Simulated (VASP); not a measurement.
Input of a VASP 6.6.1 run:

File INCAR:

```
  ALGO = Fast
  EDIFF = 1E-7
  ENCUT = 520
  ISIF = 2
  ISMEAR = 0
  LASPH = T
  LCHARG = F
  LREAL = F
  LWAVE = F
  NBANDS = 13
  NELM = 100
  PREC = Accurate
  SIGMA = 0.15
```

Contents of KPOINTS:

```
k-points
0
Gamma
  12 12 12
```

POSCAR

```
CaMg
1.0
    4.2287409990      0.0000000000      0.0000000000
    0.0000000000      4.2287409990      0.0000000000
    0.0000000000      0.0000000000      3.8616243500
Ca Mg
1 1
Direct
    0.0000000000      0.0000000000      0.5000000000
    0.5000000000      0.5000000000      0.0000000000
```

Potentials or basis: VASP PAW LDA potentials, release 64 (Ca_sv, Mg).

The run is started by

```console
$ cat potpaw_LDA.64/Ca_sv/POTCAR potpaw_LDA.64/Mg/POTCAR > POTCAR
$ mpirun -np 1 vasp_std > vasp.out
```

Estimate the band gap on the k mesh.

zero (band 6 reaches 2.56 eV, above the bottom of band 7 at 1.10 eV).

Predict the pressure.

-3.9 GPa.

Stress tensor (GPa, compression positive):
```
-4.25  0.00  0.00
 0.00 -4.25  0.00
 0.00  0.00 -3.13
```

Caveat: the cell differs from its parent crystal (strain +0.0500 x Voigt [1, 1, 0, 0, 0, 0]).
